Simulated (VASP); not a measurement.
# VO2 (P4_2/mnm) in VASP: notebook

Runs on VO2. Level: r2SCAN+U. Tasks: single point.

Everything below comes from runs of VASP 6.6.1. Logs are shortened: lines on timing, memory, paths and dates and some standing lists are left out, and cuts for length are marked.

### 1 The cell of the first run

Symmetry: P4_2/mnm, No. 136, tetragonal system. The conventional cell has a = 4.517 Å, b = 4.517 Å, c = 2.872 Å, α = 90.00°, β = 90.00°, γ = 90.00°. Within 2.6 Å of O (site symmetry m2m) lie 3 V at 1.92 Å and 1 O at 2.56 Å. V (site symmetry mmm) has 6 O at 1.92 Å within 2.5 Å.

### 2 Single point, r2SCAN+U, collinear spin, ferromagnetic start

File POSCAR:

```
VO2
1.0
    4.5170000000      0.0000000000      0.0000000000
    0.0000000000      4.5170000000      0.0000000000
    0.0000000000      0.0000000000      2.8720000000
O V
4 2
Direct
    0.3000000000      0.3000000000      0.0000000000
    0.2000000000      0.8000000000      0.5000000000
    0.7000000000      0.7000000000      0.0000000000
    0.8000000000      0.2000000000      0.5000000000
    0.0000000000      0.0000000000      0.0000000000
    0.5000000000      0.5000000000      0.5000000000
```

File INCAR.step1:

```
SYSTEM = VO2
  PREC = Accurate
  ENCUT = 660
  ISMEAR = 0
  SIGMA = 0.05
  LREAL = .False.
  LASPH = .True.
  NELM = 200
  ISPIN = 2
  MAGMOM = 0 0 0 0 0.8 0.8
  LMAXMIX = 4
  LDAU = .True.
  LDAUTYPE = 2
  LDAUL = -1 2
  LDAUU = 0 3.25
  LDAUJ = 0 0
  NBANDS = 38
  GGA = PE
  ALGO = Normal
  EDIFF = 1E-5
  LWAVE = .True.
  LCHARG = .False.
  GGA_COMPAT = .False.
```

File INCAR.step2:

```
SYSTEM = VO2
  PREC = Accurate
  ENCUT = 660
  EDIFF = 1E-6
  ISMEAR = 0
  SIGMA = 0.05
  LREAL = .False.
  LASPH = .True.
  NELM = 200
  ALGO = Normal
  ISIF = 2
  LWAVE = .False.
  LCHARG = .True.
  ISPIN = 2
  MAGMOM = 0 0 0 0 0.8 0.8
  LORBIT = 11
  LMAXMIX = 4
  LDAU = .True.
  LDAUTYPE = 2
  LDAUL = -1 2
  LDAUU = 0 3.25
  LDAUJ = 0 0
  LDAUPRINT = 1
  METAGGA = R2SCAN
  LMIXTAU = .True.
  LELF = .True.
  LVHAR = .True.
  NBANDS = 38
  ISTART = 1
  GGA_COMPAT = .False.
```

File KPOINTS:

```
Automatic mesh
0
Gamma
  4 4 7
  0 0 0
```

Potentials or basis: VASP PAW PBE potentials, release 64 (O, V_sv).

Launch:

```sh
$ cat potpaw_PBE.64/O/POTCAR potpaw_PBE.64/V_sv/POTCAR > POTCAR
$ cp INCAR.step1 INCAR
$ mpirun -np 1 vasp_std > vasp.out
$ cp INCAR.step2 INCAR
$ mpirun -np 1 vasp_std > vasp.out
```

OUTCAR:

```text
SYSTEM = VO2
   PREC = Accurate
   ENCUT = 660
   EDIFF = 1E-6
   ISMEAR = 0
   LREAL = .False.
   LASPH = .True.
   NELM = 200
   ISIF = 2
   ISPIN = 2
   LORBIT = 11
   METAGGA = R2SCAN
   ISTART = 1

 ion  position               nearest neighbor table
   1  0.300  0.300  0.000-   5 1.92   6 1.92   6 1.92
   2  0.200  0.800  0.500-   6 1.92   5 1.92   5 1.92
   3  0.700  0.700  0.000-   5 1.92   6 1.92   6 1.92
   4  0.800  0.200  0.500-   6 1.92   5 1.92   5 1.92
   5  0.000  0.000  0.000-   1 1.92   3 1.92   2 1.92   4 1.92   2 1.92   4 1.92
   6  0.500  0.500  0.500-   2 1.92   4 1.92   3 1.92   1 1.92   1 1.92   3 1.92

  LATTYP: Found a simple tetragonal cell.
 ALAT       =     4.5170000000
 C/A-ratio  =     0.6358202347

  Lattice vectors:

 A1 = (   4.5170000000,   0.0000000000,   0.0000000000)
 A2 = (   0.0000000000,   4.5170000000,   0.0000000000)
 A3 = (   0.0000000000,   0.0000000000,   2.8720000000)

Analysis of symmetry for initial positions (statically):
=====================================================================
 Subroutine PRICEL returns:
 Original cell was already a primitive cell.

 Routine SETGRP: Setting up the symmetry group for a
 simple tetragonal supercell.

 Subroutine GETGRP returns: Found 16 space group operations
 (whereof  8 operations were pure point group operations)
 out of a pool of 16 trial point group operations.

The static configuration has the point symmetry D_2h.
 The point group associated with its full space group is D_4h.

Analysis of symmetry for dynamics (positions and initial velocities):
=====================================================================
 Subroutine PRICEL returns:
 Original cell was already a primitive cell.

 Routine SETGRP: Setting up the symmetry group for a
 simple tetragonal supercell.

 Subroutine GETGRP returns: Found 16 space group operations
 (whereof  8 operations were pure point group operations)
 out of a pool of 16 trial point group operations.

The dynamic configuration has the point symmetry D_2h.
 The point group associated with its full space group is D_4h.

Analysis of structural, dynamic, and magnetic symmetry:
=====================================================================
 Subroutine PRICEL returns:
 Original cell was already a primitive cell.

 Routine SETGRP: Setting up the symmetry group for a
 simple tetragonal supercell.

 Subroutine GETGRP returns: Found 16 space group operations
 (whereof  8 operations were pure point group operations)
 out of a pool of 16 trial point group operations.

The overall configuration has the point symmetry D_2h.
 The point group associated with its full space group is D_4h.

 Subroutine INISYM returns: Found 16 space group operations
 (whereof  8 operations are pure point group operations),
 and found     1 'primitive' translations

----------------------------------------------------------------------------------------

                                     Primitive cell

  volume of cell :      58.5982

  direct lattice vectors                    reciprocal lattice vectors
     4.517000000  0.000000000  0.000000000     0.221385876  0.000000000  0.000000000
     0.000000000  4.517000000  0.000000000     0.000000000  0.221385876  0.000000000
     0.000000000  0.000000000  2.872000000     0.000000000  0.000000000  0.348189415

  length of vectors
     4.517000000  4.517000000  2.872000000     0.221385876  0.221385876  0.348189415

  position of ions in fractional coordinates (direct lattice)
     0.300000000  0.300000000  0.000000000
     0.200000000  0.800000000  0.500000000
     0.700000000  0.700000000  0.000000000
     0.800000000  0.200000000  0.500000000
     0.000000000  0.000000000  0.000000000
[... 152 lines left out ...]
  o =  0.2932  v =  0.0000  0.0000  0.0000  0.0000  0.0000  0.0000 -0.7071  0.0000  0.7071 -0.0000      0.0000  0.0000  0.0000  0.0000  0.0000  0.0000  0.0000  0.0000  0.0000  0.0000
  o =  0.3027  v =  0.0000 -0.7071 -0.0000  0.7071  0.0000  0.0000  0.0000  0.0000  0.0000  0.0000      0.0000  0.0000  0.0000  0.0000  0.0000  0.0000  0.0000  0.0000  0.0000  0.0000
  o =  0.3802  v = -0.8646 -0.0000  0.5025  0.0000  0.0000  0.0000  0.0000  0.0000  0.0000  0.0000      0.0000  0.0000  0.0000  0.0000  0.0000  0.0000  0.0000  0.0000  0.0000  0.0000
  o =  0.9377  v = -0.5025  0.0000 -0.8646 -0.0000 -0.0000  0.0000  0.0000  0.0000  0.0000  0.0000      0.0000  0.0000  0.0000  0.0000  0.0000  0.0000  0.0000  0.0000  0.0000  0.0000

atom =   6  type =  2  l = 2

 onsite density matrix

spin component  1

  0.5209  0.0000 -0.2422  0.0000 -0.0000
  0.0000  0.2211  0.0000  0.0817  0.0000
 -0.2422  0.0000  0.7969  0.0000  0.0000
  0.0000  0.0817  0.0000  0.2211  0.0000
 -0.0000  0.0000  0.0000  0.0000  0.1493

spin component  2

  0.2273  0.0000  0.1037  0.0000  0.0000
  0.0000  0.1987  0.0000  0.0945  0.0000
  0.1037  0.0000  0.1292  0.0000  0.0000
  0.0000  0.0945  0.0000  0.1987  0.0000
  0.0000  0.0000  0.0000  0.0000  0.1086

 occupancies and eigenvectors

  o =  0.0635  v =  0.0000  0.0000  0.0000  0.0000  0.0000 -0.5351  0.0000  0.8448 -0.0000 -0.0000      0.0000  0.0000  0.0000  0.0000  0.0000  0.0000  0.0000  0.0000  0.0000  0.0000
  o =  0.1042  v =  0.0000  0.0000  0.0000  0.0000  0.0000 -0.0000 -0.7071  0.0000  0.7071 -0.0000      0.0000  0.0000  0.0000  0.0000  0.0000  0.0000  0.0000  0.0000  0.0000  0.0000
  o =  0.1086  v =  0.0000  0.0000  0.0000  0.0000  0.0000  0.0000  0.0000 -0.0000 -0.0000 -1.0000      0.0000  0.0000  0.0000  0.0000  0.0000  0.0000  0.0000  0.0000  0.0000  0.0000
  o =  0.1394  v =  0.0000  0.7071  0.0000 -0.7071 -0.0000  0.0000  0.0000  0.0000  0.0000  0.0000      0.0000  0.0000  0.0000  0.0000  0.0000  0.0000  0.0000  0.0000  0.0000  0.0000
  o =  0.1493  v =  0.0000 -0.0000  0.0000  0.0000 -1.0000  0.0000  0.0000  0.0000  0.0000  0.0000      0.0000  0.0000  0.0000  0.0000  0.0000  0.0000  0.0000  0.0000  0.0000  0.0000
  o =  0.2930  v =  0.0000  0.0000  0.0000  0.0000  0.0000 -0.8448 -0.0000 -0.5351 -0.0000 -0.0000      0.0000  0.0000  0.0000  0.0000  0.0000  0.0000  0.0000  0.0000  0.0000  0.0000
  o =  0.2932  v =  0.0000  0.0000  0.0000  0.0000  0.0000  0.0000 -0.7071  0.0000 -0.7071 -0.0000      0.0000  0.0000  0.0000  0.0000  0.0000  0.0000  0.0000  0.0000  0.0000  0.0000
  o =  0.3027  v =  0.0000 -0.7071  0.0000 -0.7071  0.0000  0.0000  0.0000  0.0000  0.0000  0.0000      0.0000  0.0000  0.0000  0.0000  0.0000  0.0000  0.0000  0.0000  0.0000  0.0000
  o =  0.3802  v = -0.8646  0.0000 -0.5025  0.0000 -0.0000  0.0000  0.0000  0.0000  0.0000  0.0000      0.0000  0.0000  0.0000  0.0000  0.0000  0.0000  0.0000  0.0000  0.0000  0.0000
  o =  0.9377  v = -0.5025  0.0000  0.8646  0.0000  0.0000  0.0000  0.0000  0.0000  0.0000  0.0000      0.0000  0.0000  0.0000  0.0000  0.0000  0.0000  0.0000  0.0000  0.0000  0.0000

 number of electron      49.9999979 magnetization       1.9999995

 Free energy of the ion-electron system (eV)
  ---------------------------------------------------
  ext. energy  EPLUGINS =         0.00000000
  ---------------------------------------------------
  free energy    TOTEN  =       -62.96035167 eV

  energy without entropy =      -62.96035167  energy(sigma->0) =      -62.96035167

 E-fermi :   5.3140     XC(G=0): -12.6026

 val. band max:        5.0270126790   @ k =   0.2500   0.2500   0.2857
 cond. band min:       6.4572125474   @ k =   0.5000   0.0000   0.4286
 fundamental gap:      1.4301998684
 Fermi energy:         5.3139680149

 spin component 1

 k-point     1 :       0.0000    0.0000    0.0000
  band No.  band energies     occupation
      1     -62.9766      1.00000
      2     -62.9666      1.00000
      3     -35.8257      1.00000
      4     -35.8257      1.00000
      5     -35.5589      1.00000
      6     -35.5589      1.00000
[... 949 lines left out ...]
     36      17.6000      0.00000
     37      19.6960      0.00000
 Fermi energy:         5.3139680149

 spin component 2

 k-point     1 :       0.0000    0.0000    0.0000
  band No.  band energies     occupation
      1     -61.6493      1.00000
      2     -61.6383      1.00000
      3     -35.1461      1.00000
      4     -35.1461      1.00000
      5     -33.8600      1.00000
      6     -33.8600      1.00000
[... 949 lines left out ...]
     36      17.6731      0.00000
     37      20.1012      0.00000
 [bands above 37 left out]

------------------------ aborting loop because EDIFF is reached ----------------------------------------

  FORCE on cell =-STRESS in cart. coord.  units (eV):
  Direction    XX          YY          ZZ          XY          YZ          ZX
  --------------------------------------------------------------------------------------
  -------------------------------------------------------------------------------------
  Total        1.2801328      1.2801328      7.6811569      0.0000000      0.0000000      0.0000000
  in kB       35.0010447     35.0010447    210.0161057      0.0000000      0.0000000      0.0000000
  external PRESSURE =      93.3393983 kB  Pullay stress =       0.0000000 kB

 VOLUME and BASIS-vectors are now :
 -----------------------------------------------------------------------------
  energy-cutoff  :      660.00
  volume of cell :       58.60
      direct lattice vectors                 reciprocal lattice vectors
     4.517000000  0.000000000  0.000000000     0.221385876  0.000000000  0.000000000
     0.000000000  4.517000000  0.000000000     0.000000000  0.221385876  0.000000000
     0.000000000  0.000000000  2.872000000     0.000000000  0.000000000  0.348189415

 POSITION                                       TOTAL-FORCE (eV/Angst)
 -----------------------------------------------------------------------------------
      1.35510      1.35510      0.00000        -0.224261     -0.224261      0.000000
      0.90340      3.61360      1.43600         0.224261     -0.224261     -0.000000
      3.16190      3.16190      0.00000         0.224261      0.224261     -0.000000
      3.61360      0.90340      1.43600        -0.224261      0.224261      0.000000
      0.00000      0.00000      0.00000         0.000000      0.000000      0.000000
      2.25850      2.25850      1.43600         0.000000      0.000000      0.000000
 -----------------------------------------------------------------------------------
    total drift:                               -0.000000      0.000000     -0.000000

  FREE ENERGIE OF THE ION-ELECTRON SYSTEM (eV)
  ---------------------------------------------------
  free  energy   TOTEN  =       -62.9603516718 eV

  energy  without entropy=      -62.9603516718  energy(sigma->0) =      -62.96035167

 total charge

# of ion       s       p       d       tot
------------------------------------------
    1        1.572   3.550   0.000   5.121
    2        1.572   3.550   0.000   5.121
    3        1.572   3.550   0.000   5.121
    4        1.572   3.550   0.000   5.121
    5        2.289   6.354   2.739  11.382
    6        2.289   6.354   2.739  11.382
--------------------------------------------------
tot         10.866  26.906   5.477  43.249

 magnetization (x)

# of ion       s       p       d       tot
------------------------------------------
    1       -0.001  -0.045   0.000  -0.046
    2       -0.001  -0.045   0.000  -0.046
    3       -0.001  -0.045   0.000  -0.046
    4       -0.001  -0.045   0.000  -0.046
    5        0.015   0.013   1.045   1.073
    6        0.015   0.013   1.045   1.073
--------------------------------------------------
tot          0.024  -0.152   2.090   1.962
```

It took 4.8 min on 1 thread of Intel Xeon 6975P-C (Granite Rapids), shared host; peak memory 0.29 GiB.

Results:

| Item | Value |
| --- | --- |
| Free energy | -62.9604 eV |
| Pressure | 9.3 GPa |
| Largest force | 0.317 eV/Å |
| Band gap on the k mesh | 1.43 eV (least direct gap 1.64 eV) |
| Net moment | 2.00 μB per cell |
| Site moments | O -0.05; V +1.07 μB |
| Valence electrons inside the program's atomic spheres | O 5.12; V 11.38 |

Forces on the atoms (eV/Å):
```
O   -0.224 -0.224  0.000
O    0.224 -0.224  0.000
O    0.224  0.224  0.000
O   -0.224  0.224  0.000
V    0.000  0.000  0.000
V    0.000  0.000  0.000
```

Stress tensor (GPa, compression positive):
```
 3.50  0.00  0.00
 0.00  3.50  0.00
 0.00  0.00 21.00
```

Eigenvalues of the final occupation matrices:
| site | spin | trace | eigenvalues |
| --- | --- | --- | --- |
| site 5 d | 1 | 1.91 | 0.14 0.15 0.30 0.38 0.94 |
| site 5 d | 2 | 0.86 | 0.06 0.10 0.11 0.29 0.29 |
| site 6 d | 1 | 1.91 | 0.14 0.15 0.30 0.38 0.94 |
| site 6 d | 2 | 0.86 | 0.06 0.10 0.11 0.29 0.29 |

Caveat: the stress differs along the axes, from 4 to 21 GPa; the PAW data sets were made with another functional, which shifts forces and pressure a little.

### 3 Single point, r2SCAN+U, collinear spin

POSCAR is that of step 2.

File INCAR.step1:

```
SYSTEM = VO2
  ALGO = Normal
  EDIFF = 1E-5
  ENCUT = 660
  GGA = PE
  GGA_COMPAT = .False.
  ISMEAR = 0
  ISPIN = 2
  LASPH = .True.
  LCHARG = .False.
  LDAU = .True.
  LDAUJ = 0 0
  LDAUL = -1 2
  LDAUTYPE = 2
  LDAUU = 0 3.25
  LMAXMIX = 4
  LREAL = .False.
  LWAVE = .True.
  MAGMOM = 0 0 0 0 0 2
  NBANDS = 38
  NELM = 200
  PREC = Accurate
  SIGMA = 0.05
```

File INCAR.step2:

```
SYSTEM = VO2
  ALGO = Normal
  EDIFF = 1E-6
  ENCUT = 660
  GGA_COMPAT = .False.
  ISIF = 2
  ISMEAR = 0
  ISPIN = 2
  ISTART = 1
  LASPH = .True.
  LCHARG = .False.
  LDAU = .True.
  LDAUJ = 0 0
  LDAUL = -1 2
  LDAUPRINT = 1
  LDAUTYPE = 2
  LDAUU = 0 3.25
  LMAXMIX = 4
  LMIXTAU = .True.
  LORBIT = 11
  LREAL = .False.
  LWAVE = .False.
  MAGMOM = 0 0 0 0 0 2
  METAGGA = R2SCAN
  NBANDS = 38
  NELM = 200
  PREC = Accurate
  SIGMA = 0.05
```

File KPOINTS:

```
k-points
0
Gamma
  4 4 7
  0 0 0
```

Potentials or basis: VASP PAW PBE potentials, release 64 (O, V_sv).

Launch:

```sh
$ cat potpaw_PBE.64/O/POTCAR potpaw_PBE.64/V_sv/POTCAR > POTCAR
$ cp INCAR.step1 INCAR
$ mpirun -np 1 vasp_std > vasp.out
$ cp INCAR.step2 INCAR
$ mpirun -np 1 vasp_std > vasp.out
```

It took 6.1 min on 1 thread of Intel Xeon 6975P-C (Granite Rapids), shared host; peak memory 0.3 GiB.

Results (log left out):

| Quantity | Value |
| --- | --- |
| Free energy | -62.6955 eV |
| Pressure | 8.3 GPa |
| Largest force | 0.258 eV/Å |
| Band gap on the k mesh | zero (filled and empty bands overlap) |
| Net moment | 2.00 μB per cell |
| Site moments | O -0.05; V +1.08 μB |
| Valence electrons inside the program's atomic spheres | O 5.12; V 11.38 |

Forces on the atoms (eV/Å):
```
O    0.183  0.183  0.000
O   -0.183  0.183  0.000
O   -0.183 -0.183  0.000
O    0.183 -0.183  0.000
V    0.000  0.000  0.000
V    0.000  0.000  0.000
```

Stress tensor (GPa, compression positive):
```
8.32 0.00 0.00
0.00 8.32 0.00
0.00 0.00 8.16
```

Levels at points of the mesh, in eV from the Fermi level:
Spin up:
| k point | band 23 | band 24 | band 25 | band 26 | band 27 | band 28 | band 29 | band 30 |
| --- | --- | --- | --- | --- | --- | --- | --- | --- |
| (0.00, 0.00, 0.00) | -1.86 | -1.55 | -1.55 | -0.99 | -0.04 | 0.53 | 0.75 | 2.76 |
| (0.50, 0.00, 0.00) | -1.80 | -1.80 | -1.12 | -1.12 | 0.76 | 0.76 | 1.81 | 1.81 |
| (0.50, 0.50, 0.00) | -2.44 | -2.44 | -2.27 | -2.27 | 0.14 | 0.14 | 2.20 | 2.20 |
Spin down:
| k point | band 21 | band 22 | band 23 | band 24 | band 25 | band 26 | band 27 | band 28 |
| --- | --- | --- | --- | --- | --- | --- | --- | --- |
| (0.00, 0.00, 0.00) | -1.98 | -1.67 | -1.67 | -1.04 | 1.07 | 1.40 | 1.87 | 3.04 |
| (0.50, 0.00, 0.00) | -2.91 | -2.91 | -1.88 | -1.88 | 1.72 | 1.72 | 3.01 | 3.01 |
| (0.50, 0.50, 0.00) | -2.69 | -2.69 | -2.53 | -2.53 | 1.11 | 1.11 | 3.05 | 3.05 |

Eigenvalues of the final occupation matrices:
| site | spin | trace | eigenvalues |
| --- | --- | --- | --- |
| site 5 d | 1 | 1.92 | 0.11 0.21 0.31 0.37 0.92 |
| site 5 d | 2 | 0.86 | 0.08 0.09 0.11 0.28 0.31 |
| site 6 d | 1 | 1.92 | 0.11 0.21 0.31 0.37 0.92 |
| site 6 d | 2 | 0.86 | 0.08 0.09 0.11 0.28 0.31 |

Caveat: the cell stands under pressure; the PAW data sets were made with another functional, which shifts forces and pressure a little.

The gap in the log of VASP goes by the Fermi energy; the results here count the filled bands.